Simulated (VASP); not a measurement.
# Ru (P6_3/mmc) in VASP: single point with r2SCAN

Aim: the single point of Ru with r2SCAN.

Program: VASP 6.6.1. These are calculated values, not measurements. Logs are shortened: lines on timing, memory, paths and dates and some standing lists are left out, and cuts for length are marked.

## Step 1: The cell of the first run

It takes space group P6_3/mmc (No. 194, hexagonal). Conventional cell: a = 2.706 Å, b = 2.706 Å, c = 4.282 Å, α = 90.00°, β = 90.00°, γ = 120.00°. Within 3.5 Å of Ru (site symmetry -6m2) lie 12 Ru at 2.65 to 2.71 Å.

## Step 2: Single point, r2SCAN

Input file POSCAR:

```
Ru
1.0
    2.7057993342      0.0000000000      0.0000000000
   -1.3528996671      2.3432909610      0.0000000000
    0.0000000000      0.0000000000      4.2819000000
Ru
2
Direct
    0.3333333333      0.6666666667      0.2500000000
    0.6666666667      0.3333333333      0.7500000000
```

Input file INCAR.step1:

```
SYSTEM = Ru
ALGO     = Normal         ! electronic algorithm
EDIFF    = 1E-4           ! SCF threshold, eV
ENCUT    = 520            ! plane-wave cutoff, eV
GGA      = PE             ! functional
ISMEAR   = 0              ! smearing method
LASPH    = .TRUE.         ! aspherical terms in the spheres
LCHARG   = .FALSE.        ! write CHGCAR
LREAL    = .FALSE.        ! projectors in reciprocal space
LWAVE    = .TRUE.         ! write WAVECAR
NBANDS   = 21             ! bands
NELM     = 60             ! most SCF steps
PREC     = Accurate       ! precision mode
SIGMA    = 0.15           ! smearing width, eV
```

Input file INCAR.step2:

```
SYSTEM = Ru
ALGO     = Normal         ! electronic algorithm
EDIFF    = 1E-6           ! SCF threshold, eV
ENCUT    = 520            ! plane-wave cutoff, eV
ISIF     = 2              ! what is computed and relaxed
ISMEAR   = 0              ! smearing method
ISTART   = 1            
LASPH    = .TRUE.         ! aspherical terms in the spheres
LCHARG   = .TRUE.         ! write CHGCAR
LELF     = .TRUE.         ! ELF
LMIXTAU  = .TRUE.       
LREAL    = .FALSE.        ! projectors in reciprocal space
LVHAR    = .TRUE.       
LWAVE    = .FALSE.        ! write WAVECAR
METAGGA  = R2SCAN         ! meta-GGA
NBANDS   = 21             ! bands
NELM     = 60             ! most SCF steps
PREC     = Accurate       ! precision mode
SIGMA    = 0.15           ! smearing width, eV
```

Input file KPOINTS:

```
k-points
0
G
  24 24 12
  0 0 0
```

Potentials or basis: VASP PAW PBE potentials, release 64 (Ru_pv).

Launch:

```console
$ cat potpaw_PBE.64/Ru_pv/POTCAR > POTCAR
$ cp INCAR.step1 INCAR
$ mpirun -np 1 vasp_std > vasp.out
$ cp INCAR.step2 INCAR
$ mpirun -np 1 vasp_std > vasp.out
```

OUTCAR:

```text
SYSTEM = Ru
   EDIFF = 1E-6
   ENCUT = 520
   ISIF = 2
   ISMEAR = 0
   ISTART = 1
   LASPH = .TRUE.
   LREAL = .FALSE.
   METAGGA = R2SCAN
   NELM = 60
   PREC = Accurate

 ion  position               nearest neighbor table
   1  0.333  0.667  0.250-   2 2.65   2 2.65   2 2.65   2 2.65   2 2.65   2 2.65
   2  0.667  0.333  0.750-   1 2.65   1 2.65   1 2.65   1 2.65   1 2.65   1 2.65

  LATTYP: Found a hexagonal cell.
 ALAT       =     2.7057993342
 C/A-ratio  =     1.5824898565

  Lattice vectors:

 A1 = (   2.7057993342,   0.0000000000,   0.0000000000)
 A2 = (  -1.3528996671,   2.3432909610,   0.0000000000)
 A3 = (   0.0000000000,   0.0000000000,   4.2819000000)

Analysis of symmetry for initial positions (statically):
=====================================================================
 Subroutine PRICEL returns:
 Original cell was already a primitive cell.

 Routine SETGRP: Setting up the symmetry group for a
 hexagonal supercell.

 Subroutine GETGRP returns: Found 24 space group operations
 (whereof 12 operations were pure point group operations)
 out of a pool of 24 trial point group operations.

The static configuration has the point symmetry D_3d.
 The point group associated with its full space group is D_6h.

Analysis of symmetry for dynamics (positions and initial velocities):
=====================================================================
 Subroutine PRICEL returns:
 Original cell was already a primitive cell.

 Routine SETGRP: Setting up the symmetry group for a
 hexagonal supercell.

 Subroutine GETGRP returns: Found 24 space group operations
 (whereof 12 operations were pure point group operations)
 out of a pool of 24 trial point group operations.

The dynamic configuration has the point symmetry D_3d.
 The point group associated with its full space group is D_6h.

 Subroutine INISYM returns: Found 24 space group operations
 (whereof 12 operations are pure point group operations),
 and found     1 'primitive' translations

----------------------------------------------------------------------------------------

                                     Primitive cell

  volume of cell :      27.1493

  direct lattice vectors                    reciprocal lattice vectors
     2.705799334  0.000000000  0.000000000     0.369576556  0.213375124  0.000000000
    -1.352899667  2.343290961  0.000000000     0.000000000  0.426750249  0.000000000
     0.000000000  0.000000000  4.281900000     0.000000000  0.000000000  0.233541185

  length of vectors
     2.705799334  2.705799334  4.281900000     0.426750249  0.426750249  0.233541185

  position of ions in fractional coordinates (direct lattice)
     0.333333333  0.666666667  0.250000000
     0.666666667  0.333333333  0.750000000

  ion indices of the primitive-cell ions
   primitive index   ion index
                 1           1
                 2           2

----------------------------------------------------------------------------------------

 KPOINTS: k-points

Automatic generation of k-mesh.
 Grid dimensions read from file:
 generate k-points for:   24   24   12

 Generating k-lattice:

  Cartesian coordinates                     Fractional coordinates (reciprocal lattice)
     0.015399023  0.008890630  0.000000000     0.041666667  0.000000000  0.000000000
     0.000000000  0.017781260  0.000000000     0.000000000  0.041666667  0.000000000
     0.000000000  0.000000000  0.019461765     0.000000000  0.000000000  0.083333333

  Length of vectors
     0.017781260  0.017781260  0.019461765

  Shift w.r.t. Gamma in fractional coordinates (k-lattice)
     0.000000000  0.000000000  0.000000000

 Subroutine IBZKPT returns following result:
 ===========================================

 Found    427 irreducible k-points:

 Following reciprocal coordinates:
            Coordinates               Weight
  0.000000  0.000000  0.000000      1.000000
  0.041667  0.000000  0.000000      6.000000
  0.083333  0.000000  0.000000      6.000000
  0.125000  0.000000  0.000000      6.000000
  0.166667  0.000000  0.000000      6.000000
  0.208333 -0.000000  0.000000      6.000000
[... 16 lines left out ...]
  0.416667  0.041667  0.000000     12.000000
  0.458333  0.041667  0.000000     12.000000
 [... further k-points ...]
   k-points           NKPTS =    427   k-points in BZ     NKDIM =    427   number of bands    NBANDS=     21
   number of dos      NEDOS =    301   number of ions     NIONS =      2
   total plane-waves  NPLWV =  12800
   dimension x,y,z NGX =    20 NGY =   20 NGZ =   32
   dimension x,y,z NGXF=    40 NGYF=   40 NGZF=   64
   ions per type =               2
   NGX,Y,Z   is equivalent  to a cutoff of  12.29, 12.29, 12.42 a.u.
   NGXF,Y,Z  is equivalent  to a cutoff of  24.58, 24.58, 24.85 a.u.
 SYSTEM =  Ru
   PREC   = accura    normal or accurate (medium, high low for compatibility)
   ISTART =      1    job   : 0-new  1-cont  2-samecut
   ICHARG =      0    charge: 1-file 2-atom 10-const
   ISPIN  =      1    spin polarized calculation?
   LNONCOLLINEAR =      F non collinear calculations
   LSORBIT =      F    spin-orbit coupling
   LASPH  =      T    aspherical Exc in radial PAW
   ENCUT  =  520.0 eV  38.22 Ry    6.18 a.u.   5.03  5.03  7.96*2*pi/ulx,y,z
   NELM   =     60;   NELMIN=  2; NELMDL=  0     # of ELM steps
   EDIFF  = 0.1E-05   stopping-criterion for ELM
   LREAL  =      F    real-space projection
   EDIFFG = 0.1E-04   stopping-criterion for IOM
   NSW    =      0    number of steps for IOM
   IBRION =     -1    ionic relax: 0-MD 1-quasi-New 2-CG
   NFREE  =      0    steps in history (QN), initial steepest desc. (CG)
   ISIF   =      2    stress and relaxation
   ISYM   =      2    0-nonsym 1-usesym 2-fastsym
   POTIM  = 0.5000    time-step for ionic-motion
   TEBEG  =    0.0;   TEEND  =   0.0 temperature during run
   PSTRESS=    0.0 pullay stress
   NELECT =      28.0000    total number of electrons
   NUPDOWN=      -1.0000    fix difference up-down
   EMIN   =  10.00;   EMAX   =-10.00  energy-range for DOS
   EFERMI =   0.00;   METHOD = LEGACY
   ISMEAR =     0;   SIGMA  =   0.15  broadening in eV -4-tet -1-fermi 0-gaus
   EFERMI_NEDOS =   21; number of points for ismear=-14 and -15
   IALGO  =     38    algorithm
   IMIX   =      4    mixing-type and parameters
     AMIX     =   0.40;   BMIX     =  1.00
     AMIX_MAG =   1.60;   BMIX_MAG =  1.00
  volume/ion in A,a.u.               =      13.57        91.61
  Fermi-wavevector in a.u.,A,eV,Ry     =   1.654022  3.125649 37.222686  2.735790
  Thomas-Fermi vector in A             =   2.742361
   LORBIT       =      0    0 simple, 1 ext, 2 COOP (PROOUT), +10 PAW based schemes
   METAGGA = R2SCAN    functional components
   LHFCALC =     F    Hartree Fock is set to
   AEXX    =    0.0000 exact exchange contribution
   IVDW    =     0    specifies the selected vdW correction
   LEPSILON=     F    determine dielectric tensor
   LRPA    =     F    only Hartree local field effects (RPA)
 non-spin polarized calculation
 Gauss-broadening in eV      SIGMA  =   0.15
  energy-cutoff  :      520.00
  volume of cell :       27.15
 maximum number of plane-waves:       756
 NGX is ok and might be reduce to    20
   NGX =  9   NGY =  9   NGZ = 15

 number of electron      28.0000008 magnetization

 Free energy of the ion-electron system (eV)
  ---------------------------------------------------
  ext. energy  EPLUGINS =         0.00000000
  ---------------------------------------------------
  free energy    TOTEN  =       -50.86435637 eV

  energy without entropy =      -50.84498736  energy(sigma->0) =      -50.85467187

 E-fermi :  12.7467     XC(G=0): -15.4101

 val. band max:       12.7439106274   @ k =   0.2917  -0.0000   0.1667
 cond. band min:      12.7476084937   @ k =   0.2500   0.2500   0.2500
 fundamental gap:      0.0036978663
 Fermi energy:        12.7466802792

 k-point     1 :       0.0000    0.0000    0.0000
  band No.  band energies     occupation
      1     -32.3576      2.00000
      2     -31.3522      2.00000
      3     -31.3522      2.00000
      4     -31.1693      2.00000
      5     -31.1693      2.00000
      6     -31.1238      2.00000
[... 13 lines left out ...]
     20      21.1283      0.00000
     21      23.5619      0.00000

 k-point     2 :       0.0417    0.0000    0.0000
  band No.  band energies     occupation
      1     -32.3512      2.00000
      2     -31.3660      2.00000
      3     -31.3569      2.00000
      4     -31.1837      2.00000
      5     -31.1711      2.00000
      6     -31.1268      2.00000
[... 13 lines left out ...]
     20      21.1283      0.00000
     21      23.5516      0.00000

 k-point     3 :       0.0833    0.0000    0.0000
  band No.  band energies     occupation
      1     -32.3321      2.00000
      2     -31.4063      2.00000
      3     -31.3704      2.00000
      4     -31.2258      2.00000
      5     -31.1767      2.00000
      6     -31.1356      2.00000
[... 13 lines left out ...]
     20      21.1283      0.00000
     21      23.5195      0.00000

 k-point     4 :       0.1250    0.0000    0.0000
  band No.  band energies     occupation
      1     -32.3010      2.00000
      2     -31.4705      2.00000
      3     -31.3915      2.00000
      4     -31.2920      2.00000
      5     -31.1858      2.00000
      6     -31.1504      2.00000
[... 13 lines left out ...]
     20      21.1283      0.00000
     21      23.4638      0.00000

 k-point     5 :       0.1667    0.0000    0.0000
  band No.  band energies     occupation
      1     -32.2590      2.00000
      2     -31.5542      2.00000
      3     -31.4185      2.00000
      4     -31.3769      2.00000
      5     -31.1982      2.00000
      6     -31.1712      2.00000
[... 13 lines left out ...]
     20      21.1283      0.00000
     21      23.3859      0.00000

 k-point     6 :       0.2083   -0.0000    0.0000
  band No.  band energies     occupation
      1     -32.2076      2.00000
      2     -31.6517      2.00000
      3     -31.4740      2.00000
      4     -31.4491      2.00000
      5     -31.2131      2.00000
      6     -31.1978      2.00000
[... 13 lines left out ...]
     20      21.1283      0.00000
     21      23.2930      0.00000

 k-point     7 :       0.2500    0.0000    0.0000
  band No.  band energies     occupation
      1     -32.1485      2.00000
      2     -31.7563      2.00000
      3     -31.5760      2.00000
      4     -31.4814      2.00000
      5     -31.2302      2.00000
      6     -31.2297      2.00000
[... 13 lines left out ...]
     20      21.1283      0.00000
     21      23.1966      0.00000
[... 291 lines left out ...]
      1     -32.0474      2.00000
      2     -31.9091      2.00000
      3     -31.7295      2.00000
      4     -31.5292      2.00000
      5     -31.2903      2.00000
      6     -31.2631      2.00000
[... 13 lines left out ...]
     20      22.1515      0.00000
     21      23.0593      0.00000

 k-point    21 :       0.3333    0.0417    0.0000
  band No.  band energies     occupation
      1     -31.9993      2.00000
      2     -31.9812      2.00000
      3     -31.8104      2.00000
      4     -31.5589      2.00000
      5     -31.3332      2.00000
      6     -31.2788      2.00000
[... 13 lines left out ...]
     20      22.7381      0.00000
     21      23.1626      0.00000

 k-point    22 :       0.3750    0.0417    0.0000
  band No.  band energies     occupation
      1     -32.0728      2.00000
      2     -31.9191      2.00000
      3     -31.8759      2.00000
      4     -31.5825      2.00000
      5     -31.3762      2.00000
      6     -31.2918      2.00000
[... 13 lines left out ...]
     20      21.7509      0.00000
     21      24.0376      0.00000

 k-point    23 :       0.4167    0.0417    0.0000
  band No.  band energies     occupation
      1     -32.1246      2.00000
      2     -31.9220      2.00000
      3     -31.8679      2.00000
      4     -31.5989      2.00000
      5     -31.4140      2.00000
      6     -31.3011      2.00000
[... 13 lines left out ...]
     20      21.1283      0.00000
     21      24.1912      0.00000

 k-point    24 :       0.4583    0.0417    0.0000
  band No.  band energies     occupation
      1     -32.1514      2.00000
      2     -31.9457      2.00000
      3     -31.8375      2.00000
      4     -31.6073      2.00000
      5     -31.4373      2.00000
      6     -31.3059      2.00000
[... 13 lines left out ...]
     20      21.1282      0.00000
     21      24.3937      0.00000

 [... further k-points ...]

------------------------ aborting loop because EDIFF is reached ----------------------------------------

  FORCE on cell =-STRESS in cart. coord.  units (eV):
  Direction    XX          YY          ZZ          XY          YZ          ZX
  --------------------------------------------------------------------------------------
  -------------------------------------------------------------------------------------
  Total        0.0189214      0.0189214     -0.3172588     -0.0000000      0.0000000     -0.0000000
  in kB        1.1166221      1.1166221    -18.7225933     -0.0000000      0.0000000     -0.0000000
  external PRESSURE =      -5.4964497 kB  Pullay stress =       0.0000000 kB

 VOLUME and BASIS-vectors are now :
 -----------------------------------------------------------------------------
  energy-cutoff  :      520.00
  volume of cell :       27.15
      direct lattice vectors                 reciprocal lattice vectors
     2.705799334  0.000000000  0.000000000     0.369576556  0.213375124  0.000000000
    -1.352899667  2.343290961  0.000000000     0.000000000  0.426750249  0.000000000
     0.000000000  0.000000000  4.281900000     0.000000000  0.000000000  0.233541185

 POSITION                                       TOTAL-FORCE (eV/Angst)
 -----------------------------------------------------------------------------------
     -0.00000      1.56219      1.07048        -0.000000      0.000000      0.000000
      1.35290      0.78110      3.21143         0.000000     -0.000000      0.000000
 -----------------------------------------------------------------------------------
    total drift:                               -0.000000      0.000000     -0.000000

  FREE ENERGIE OF THE ION-ELECTRON SYSTEM (eV)
  ---------------------------------------------------
  free  energy   TOTEN  =       -50.8643563724 eV

  energy  without entropy=      -50.8449873646  energy(sigma->0) =      -50.85467187
```

Run time: 8.6 min. Hardware: 1 thread of Intel Xeon Platinum 8259CL at 2.50GHz (Skylake/Cascade Lake), shared host; peak memory 0.3 GiB.

Results:

* Free energy: -50.8644 eV
* Pressure: -0.5 GPa
* Band gap on the k mesh: zero (bands 14 and 15 overlap by 3.30 eV)

Stress tensor (GPa, compression positive):
```
 0.11  0.00  0.00
 0.00  0.11  0.00
 0.00  0.00 -1.87
```

Levels at points of the mesh, in eV from the Fermi level:
```csv
k point,band 12,band 13,band 14,band 15,band 16,band 17
"(0.00, 0.00, 0.00)",-2.02,-2.02,-1.48,-1.48,1.21,1.21
"(0.50, 0.00, 0.00)",-1.89,-1.60,1.46,1.90,1.97,4.22
"(0.00, 0.00, 0.50)",-2.90,-2.84,-2.84,0.54,0.54,0.54
"(0.50, 0.00, 0.50)",-1.12,0.45,0.45,1.73,1.73,3.52
```

Caveat: the PAW data sets were made with another functional, which shifts forces and pressure a little.
